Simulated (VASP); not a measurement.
Cu:

```
Cu
1.0
     2.33646    0.00000    0.00000
     0.00000    2.33646    0.00000
     0.00000    0.00000    2.33646
Cu
1
Direct
  0.00000 0.00000 0.00000
```

* Program: VASP 6.6.1
* Task: relaxation of cell and atoms
* Functional: revPBE
* Potentials or basis: VASP PAW PBE potentials, release 64 (Cu)
* Cutoff: 600 eV
* k mesh: 13 × 13 × 13
* Occupations: fermi-dirac, width 0.1 eV
* Spin: no spin polarisation

At the start: pressure 15.2 GPa; volume 12.75 Å³/atom.

Q: How do energy, volume and symmetry change on relaxing?

A: Over 3 steps the energy falls by 68.7 meV/atom and the volume is 14.39 Å³/atom (+12.8 %); space group Pm-3m (No. 221, to 0.05 Å).

Step by step:
```
step  energy change (eV)  largest force (eV/Å)  pressure (GPa)  volume (Å³)
   1              0.0000                0.0000           15.22        12.75
   2             -0.0596                0.0000           -3.86        15.12
   3             -0.0687                0.0000            0.05        14.39
```

Final structure:
```
CELL_PARAMETERS angstrom
2.43236 0.00000 0.00000
0.00000 2.43236 0.00000
0.00000 0.00000 2.43236
ATOMIC_POSITIONS crystal
Cu 0.00000 0.00000 0.00000
```

Caveat: the PAW data sets were made with another functional, which shifts forces and pressure a little.
